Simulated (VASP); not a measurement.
# ZrB (Fm-3m) in VASP: a series of runs

ZrB is run at these levels: PBE, PBE0+D3(BJ), LDA; tasks: single point.

Everything below comes from runs of VASP 6.6.1. Logs are shortened: lines on timing, memory, paths and dates and some standing lists are left out, and cuts for length are marked.

### Step 1. The cell of the first run

The structure is cubic, space group Fm-3m (No. 225). The conventional cell has a = 4.650 Å, b = 4.650 Å, c = 4.650 Å, α = 90.00°, β = 90.00°, γ = 90.00°. Zr (site symmetry m-3m) has 6 B at 2.33 Å within 3.1 Å. Within 3.1 Å of B (site symmetry m-3m) lie 6 Zr at 2.33 Å.

### Step 2. Single point, PBE, non-collinear spin, zero start, spin-orbit coupling

INCAR

```
SYSTEM = ZrB
PREC = Accurate
ENCUT = 520
EDIFF = 1E-7
ISMEAR = -1
SIGMA = 0.05
LREAL = .FALSE.
LASPH = .TRUE.
NELM = 150
ALGO = Normal
ISIF = 2
LWAVE = .FALSE.
LCHARG = .FALSE.
MAGMOM = 0 0 0 0 0 0
LORBIT = 11
LSORBIT = .TRUE.
GGA_COMPAT = .FALSE.
LORBMOM = .TRUE.
LMAXMIX = 4
GGA = PE
NBANDS = 27
```

KPOINTS

```
regular mesh
0
G
  10 10 10
  0 0 0
```

POSCAR

```
ZrB
1.0
    0.0000000000      2.3250000000      2.3250000000
    2.3250000000      0.0000000000      2.3250000000
    2.3250000000      2.3250000000      0.0000000000
Zr B
1 1
Direct
    0.0000000000      0.0000000000      0.0000000000
    0.5000000000      0.5000000000      0.5000000000
```

Potentials or basis: VASP PAW PBE potentials, release 64 (Zr_sv, B).

Launch:

```
$ cat potpaw_PBE.64/Zr_sv/POTCAR potpaw_PBE.64/B/POTCAR > POTCAR
$ mpirun -np 1 vasp_ncl > vasp.out
```

OUTCAR:

```text
SYSTEM = ZrB
   PREC = Accurate
   ENCUT = 520
   EDIFF = 1E-7
   ISMEAR = -1
   LREAL = .FALSE.
   LASPH = .TRUE.
   NELM = 150
   ISIF = 2
   LORBIT = 11
   LSORBIT = .TRUE.
   GGA = PE

 ion  position               nearest neighbor table
   1  0.000  0.000  0.000-   2 2.33   2 2.33   2 2.33   2 2.33   2 2.33   2 2.33
   2  0.500  0.500  0.500-   1 2.33   1 2.33   1 2.33   1 2.33   1 2.33   1 2.33

  LATTYP: Found a face centered cubic cell.
 ALAT       =     4.6500000000

  Lattice vectors:

 A1 = (   0.0000000000,   2.3250000000,   2.3250000000)
 A2 = (   2.3250000000,   0.0000000000,   2.3250000000)
 A3 = (   2.3250000000,   2.3250000000,   0.0000000000)

Analysis of symmetry for initial positions (statically):
=====================================================================
 Subroutine PRICEL returns:
 Original cell was already a primitive cell.

 Routine SETGRP: Setting up the symmetry group for a
 face centered cubic supercell.

 Subroutine GETGRP returns: Found 48 space group operations
 (whereof 48 operations were pure point group operations)
 out of a pool of 48 trial point group operations.

The static configuration has the point symmetry O_h .

Analysis of symmetry for dynamics (positions and initial velocities):
=====================================================================
 Subroutine PRICEL returns:
 Original cell was already a primitive cell.

 Routine SETGRP: Setting up the symmetry group for a
 face centered cubic supercell.

 Subroutine GETGRP returns: Found 48 space group operations
 (whereof 48 operations were pure point group operations)
 out of a pool of 48 trial point group operations.

The dynamic configuration has the point symmetry O_h .

Analysis of structural, dynamic, and magnetic symmetry:
=====================================================================
 Subroutine PRICEL returns:
 Original cell was already a primitive cell.

 Routine SETGRP: Setting up the symmetry group for a
 face centered cubic supercell.

 Subroutine GETGRP returns: Found 48 space group operations
 (whereof 48 operations were pure point group operations)
 out of a pool of 48 trial point group operations.

The overall configuration has the point symmetry O_h .

 Subroutine INISYM returns: Found 48 space group operations
 (whereof 48 operations are pure point group operations),
 and found     1 'primitive' translations

----------------------------------------------------------------------------------------

                                     Primitive cell

  volume of cell :      25.1362

  direct lattice vectors                    reciprocal lattice vectors
     0.000000000  2.325000000  2.325000000    -0.215053763  0.215053763  0.215053763
     2.325000000  0.000000000  2.325000000     0.215053763 -0.215053763  0.215053763
     2.325000000  2.325000000  0.000000000     0.215053763  0.215053763 -0.215053763

  length of vectors
     3.288046533  3.288046533  3.288046533     0.372484045  0.372484045  0.372484045

  position of ions in fractional coordinates (direct lattice)
     0.000000000  0.000000000  0.000000000
     0.500000000  0.500000000  0.500000000

  ion indices of the primitive-cell ions
   primitive index   ion index
                 1           1
                 2           2

----------------------------------------------------------------------------------------

 KPOINTS: regular mesh

Automatic generation of k-mesh.
 Grid dimensions read from file:
 generate k-points for:   10   10   10

 Generating k-lattice:

  Cartesian coordinates                     Fractional coordinates (reciprocal lattice)
    -0.021505376  0.021505376  0.021505376     0.100000000  0.000000000  0.000000000
     0.021505376 -0.021505376  0.021505376     0.000000000  0.100000000  0.000000000
     0.021505376  0.021505376 -0.021505376     0.000000000  0.000000000  0.100000000

  Length of vectors
     0.037248404  0.037248404  0.037248404

  Shift w.r.t. Gamma in fractional coordinates (k-lattice)
     0.000000000  0.000000000  0.000000000

 Subroutine IBZKPT returns following result:
 ===========================================

 Found     47 irreducible k-points:

 Following reciprocal coordinates:
            Coordinates               Weight
  0.000000  0.000000  0.000000      1.000000
  0.100000  0.000000  0.000000      8.000000
  0.200000  0.000000  0.000000      8.000000
  0.300000  0.000000  0.000000      8.000000
  0.400000  0.000000  0.000000      8.000000
  0.500000  0.000000  0.000000      4.000000
[... 16 lines left out ...]
  0.300000  0.300000  0.000000      6.000000
  0.400000  0.300000  0.000000     24.000000
[... 18 lines left out ...]
   NELM   =    150;   NELMIN=  2; NELMDL= -5     # of ELM steps
   EDIFF  = 0.1E-06   stopping-criterion for ELM
   LREAL  =      F    real-space projection
   EDIFFG = 0.1E-05   stopping-criterion for IOM
   NSW    =      0    number of steps for IOM
   IBRION =     -1    ionic relax: 0-MD 1-quasi-New 2-CG
   NFREE  =      0    steps in history (QN), initial steepest desc. (CG)
   ISIF   =      2    stress and relaxation
   ISYM   =      2    0-nonsym 1-usesym 2-fastsym
   POTIM  = 0.5000    time-step for ionic-motion
   TEBEG  =    0.0;   TEEND  =   0.0 temperature during run
   PSTRESS=    0.0 pullay stress
   NELECT =      15.0000    total number of electrons
   NUPDOWN=      -1.0000    fix difference up-down
   EMIN   =  10.00;   EMAX   =-10.00  energy-range for DOS
   EFERMI =   0.00;   METHOD = LEGACY
   ISMEAR =    -1;   SIGMA  =   0.05  broadening in eV -4-tet -1-fermi 0-gaus
   EFERMI_NEDOS =   21; number of points for ismear=-14 and -15
   IALGO  =     38    algorithm
   IMIX   =      4    mixing-type and parameters
     AMIX     =   0.40;   BMIX     =  1.00
     AMIX_MAG =   1.60;   BMIX_MAG =  1.00
  volume/ion in A,a.u.               =      12.57        84.81
  Fermi-wavevector in a.u.,A,eV,Ry     =   1.378285  2.604581 25.846565  1.899669
  Thomas-Fermi vector in A             =   2.503360
   LORBIT       =     11    0 simple, 1 ext, 2 COOP (PROOUT), +10 PAW based schemes
   GGA     = PE    functional components
   LHFCALC =     F    Hartree Fock is set to
   AEXX    =    0.0000 exact exchange contribution
   IVDW    =     0    specifies the selected vdW correction
   LEPSILON=     F    determine dielectric tensor
   LRPA    =     F    only Hartree local field effects (RPA)
  energy-cutoff  :      520.00
  volume of cell :       25.14
 maximum number of plane-waves:      1400
   NGX = 13   NGY = 13   NGZ = 13

 number of electron      15.0000000 magnetization       0.0000000      0.0000000      0.0000000

 number of electron      15.0000000 magnetization      -0.0000000      0.0000000     -0.0000000

 number of electron      15.0000000 magnetization       0.0000000     -0.0000000      0.0000000

 Free energy of the ion-electron system (eV)
  ---------------------------------------------------
  ext. energy  EPLUGINS =         0.00000000
  ---------------------------------------------------
  free energy    TOTEN  =       -15.65887881 eV

  energy without entropy =      -15.65022130  energy(sigma->0) =      -15.65455005

 E-fermi :   9.0120     XC(G=0): -12.2221

 val. band max:        8.9658099906   @ k =   0.3000   0.2000   0.1000
 cond. band min:       9.0312680584   @ k =   0.5000   0.3000   0.1000
 fundamental gap:      0.0654580678
 Fermi energy:         9.0119847782

 k-point     1 :       0.0000    0.0000    0.0000
  band No.  band energies     occupation
      1     -37.7552      1.00000
      2     -37.7552      1.00000
      3     -16.6662      1.00000
      4     -16.6662      1.00000
      5     -14.9269      1.00000
      6     -14.9269      1.00000
[... 709 lines left out ...]
     26      20.6795      0.00000
     27      23.2735      0.00000

 [... further k-points ...]
[... 5 lines left out ...]
  --------------------------------------------------------------------------------------
  -------------------------------------------------------------------------------------
  Total        5.4448278      5.4448278      5.4448278     -0.0000000      0.0000000     -0.0000000
  in kB      347.0530472    347.0530472    347.0530472     -0.0000000      0.0000000     -0.0000000
  external PRESSURE =     347.0530472 kB  Pullay stress =       0.0000000 kB

 VOLUME and BASIS-vectors are now :
 -----------------------------------------------------------------------------
  energy-cutoff  :      520.00
  volume of cell :       25.14
      direct lattice vectors                 reciprocal lattice vectors
     0.000000000  2.325000000  2.325000000    -0.215053763  0.215053763  0.215053763
     2.325000000  0.000000000  2.325000000     0.215053763 -0.215053763  0.215053763
     2.325000000  2.325000000  0.000000000     0.215053763  0.215053763 -0.215053763

 POSITION                                       TOTAL-FORCE (eV/Angst)
 -----------------------------------------------------------------------------------
      0.00000      0.00000      0.00000        -0.000000     -0.000000     -0.000000
      2.32500      2.32500      2.32500         0.000000      0.000000      0.000000
 -----------------------------------------------------------------------------------
    total drift:                                0.000000     -0.000000     -0.000000

  FREE ENERGIE OF THE ION-ELECTRON SYSTEM (eV)
  ---------------------------------------------------
  free  energy   TOTEN  =       -15.6588788061 eV

  energy  without entropy=      -15.6502212979  energy(sigma->0) =      -15.65455005

 orbital moment (x)

 # of ion     p       d       tot
 ----------------------------------------
  1         0.000   0.000   0.000
  2         0.000   0.000   0.000
 ----------------------------------------
            0.000   0.000   0.000

 orbital moment (y)

 # of ion     p       d       tot
 ----------------------------------------
  1         0.000  -0.000  -0.000
  2         0.000   0.000   0.000
 ----------------------------------------
            0.000  -0.000  -0.000

 orbital moment (z)

 # of ion     p       d       tot
 ----------------------------------------
  1         0.000   0.000   0.000
  2         0.000   0.000   0.000
 ----------------------------------------
            0.000   0.000   0.000

 Spin-Orbit-Coupling matrix elements

 Ion:    1  E_soc:     -0.1440275
 l=   1
     0.0000000    -0.0233761    -0.0233761
    -0.0233761     0.0000000    -0.0233761
    -0.0233761    -0.0233761     0.0000000
 l=   2
     0.0000000    -0.0001448     0.0000000    -0.0001448    -0.0004837
    -0.0001448     0.0000000    -0.0003627    -0.0001448    -0.0001209
     0.0000000    -0.0003627     0.0000000    -0.0003627     0.0000000
    -0.0001448    -0.0001448    -0.0003627     0.0000000    -0.0001209
    -0.0004837    -0.0001209     0.0000000    -0.0001209     0.0000000
 l=   3
     0.0000000     0.0000000     0.0000000     0.0000000     0.0000000     0.0000000     0.0000000
     0.0000000     0.0000000     0.0000000     0.0000000     0.0000000     0.0000000     0.0000000
     0.0000000     0.0000000     0.0000000     0.0000000     0.0000000     0.0000000     0.0000000
     0.0000000     0.0000000     0.0000000     0.0000000     0.0000000     0.0000000     0.0000000
     0.0000000     0.0000000     0.0000000     0.0000000     0.0000000     0.0000000     0.0000000
     0.0000000     0.0000000     0.0000000     0.0000000     0.0000000     0.0000000     0.0000000
     0.0000000     0.0000000     0.0000000     0.0000000     0.0000000     0.0000000     0.0000000

 Ion:    2  E_soc:      0.0000163
 l=   1
     0.0000000     0.0000027     0.0000027
     0.0000027     0.0000000     0.0000027
     0.0000027     0.0000027     0.0000000
 l=   2
     0.0000000     0.0000000     0.0000000     0.0000000     0.0000000
     0.0000000     0.0000000     0.0000000     0.0000000     0.0000000
     0.0000000     0.0000000     0.0000000     0.0000000     0.0000000
     0.0000000     0.0000000     0.0000000     0.0000000     0.0000000
     0.0000000     0.0000000     0.0000000     0.0000000     0.0000000
 l=   3
     0.0000000     0.0000000     0.0000000     0.0000000     0.0000000     0.0000000     0.0000000
     0.0000000     0.0000000     0.0000000     0.0000000     0.0000000     0.0000000     0.0000000
     0.0000000     0.0000000     0.0000000     0.0000000     0.0000000     0.0000000     0.0000000
     0.0000000     0.0000000     0.0000000     0.0000000     0.0000000     0.0000000     0.0000000
     0.0000000     0.0000000     0.0000000     0.0000000     0.0000000     0.0000000     0.0000000
     0.0000000     0.0000000     0.0000000     0.0000000     0.0000000     0.0000000     0.0000000
     0.0000000     0.0000000     0.0000000     0.0000000     0.0000000     0.0000000     0.0000000

 total charge

# of ion       s       p       d       tot
------------------------------------------
    1        2.210   6.049   1.848  10.107
    2        0.810   1.107   0.000   1.917
--------------------------------------------------
tot          3.020   7.156   1.848  12.024

 magnetization (x)

# of ion       s       p       d       tot
------------------------------------------
    1        0.000   0.000   0.000   0.000
    2       -0.000   0.000   0.000  -0.000
--------------------------------------------------
tot         -0.000   0.000   0.000  -0.000

 magnetization (y)

# of ion       s       p       d       tot
------------------------------------------
    1        0.000   0.000   0.000   0.000
    2       -0.000  -0.000   0.000  -0.000
--------------------------------------------------
tot         -0.000  -0.000   0.000  -0.000

 magnetization (z)

# of ion       s       p       d       tot
------------------------------------------
    1        0.000   0.000   0.000   0.000
    2        0.000   0.000   0.000   0.000
--------------------------------------------------
tot          0.000   0.000   0.000   0.000
```

Run time: 51 s. Hardware: 1 thread of Intel Xeon 6975P-C (Granite Rapids), shared host; peak memory 0.22 GiB.

Results:

```yaml
Free_energy: -15.6589 eV
Pressure: 34.7 GPa
Net_moment: 0.00 μB per cell
Valence_electrons_inside_the_program's_atomic_spheres: Zr 10.11; B 1.92
```

Moments on the atoms (μB; x, y, z):
```
Zr  0.00 0.00 0.00
B   0.00 0.00 0.00
```

### Step 3. Single point, PBE0+D3(BJ)

POSCAR is that of step 2.

INCAR.step1

```
ALGO = Normal
EDIFF = 1E-5
ENCUT = 520
GGA = PE
ISIF = 2
ISMEAR = 1
LASPH = True
LCHARG = False
LREAL = False
LWAVE = True
NBANDS = 14
NELM = 100
PREC = Accurate
SIGMA = 0.1
```

INCAR.step2

```
AEXX = 0.25
ALGO = Normal
EDIFF = 1E-6
ENCUT = 520
GGA = PE
ISIF = 2
ISMEAR = 1
ISTART = 1
IVDW = 12
LASPH = True
LCHARG = False
LHFCALC = True
LREAL = False
LWAVE = False
NBANDS = 14
NELM = 100
PREC = Accurate
PRECFOCK = Normal
SIGMA = 0.1
```

KPOINTS

```
k-points
0
Gamma
  5 5 5
```

Potentials or basis: VASP PAW PBE potentials, release 64 (Zr_sv, B).

Launch:

```
$ cat potpaw_PBE.64/Zr_sv/POTCAR potpaw_PBE.64/B/POTCAR > POTCAR
$ cp INCAR.step1 INCAR
$ mpirun -np 1 vasp_std > vasp.out
$ cp INCAR.step2 INCAR
$ mpirun -np 1 vasp_std > vasp.out
```

It took 9.5 min on 1 thread of Intel Xeon 6975P-C (Granite Rapids), shared host; peak memory 0.15 GiB.

It converged, with:

- Free energy: -20.0106 eV
- Pressure: 28.0 GPa
- Dispersion energy per atom: -0.505 eV

Levels at points of the mesh, in eV from the Fermi level:
```
           k point  band 5  band 6  band 7  band 8  band 9  band 10
(0.00, 0.00, 0.00)  -10.47    2.62    2.62    2.62    4.44     4.44
```

Caveat: the k points lie up to 0.47 Å⁻¹ apart; three body term missing; the PAW data sets were made with another functional, which shifts forces and pressure a little; pairwise dispersion overbinds metals, which lowers pressure and volume.

### Step 4. Single point, PBE

This run uses another cell than the first one, of 12.82 Å³/atom, 1.020 times its volume.

INCAR

```
SYSTEM = ZrB
ALGO = Normal
EDIFF = 1E-7
ENCUT = 520
GGA = PE
ISIF = 2
ISMEAR = -1
LASPH = .True.
LCHARG = .False.
LREAL = .False.
LWAVE = .False.
NBANDS = 14
NELM = 80
PREC = Accurate
SIGMA = 0.05
```

KPOINTS

```
k-points
0
Gamma
  10 10 10
  0 0 0
```

POSCAR

```
ZrB
1.0
    0.0000000000      2.3403977997      2.3403977997
    2.3403977997      0.0000000000      2.3403977997
    2.3403977997      2.3403977997      0.0000000000
Zr B
1 1
Direct
    0.0000000000      0.0000000000      0.0000000000
    0.5000000000      0.5000000000      0.5000000000
```

Launch:

```
$ cat potpaw_PBE.64/Zr_sv/POTCAR potpaw_PBE.64/B/POTCAR > POTCAR
$ mpirun -np 1 vasp_std > vasp.out
```

It took 42 s on 1 thread of AMD EPYC 7R13, shared host; peak memory 0.13 GiB.

Results (log left out):

```
Free energy : -15.6876 eV
Pressure    : 29.3 GPa
```

Levels at points of the mesh, in eV from the Fermi level:
```csv
k point,band 6,band 7,band 8,band 9,band 10,band 11
"(0.00, 0.00, 0.00)",1.91,1.91,1.91,3.64,3.64,3.77
"(0.50, 0.00, 0.00)",-3.70,-1.37,-1.37,5.66,5.66,7.21
"(0.50, 0.50, 0.00)",-1.06,-0.37,2.48,2.48,5.37,6.79
```

(Part 1 of 2 ends here.)
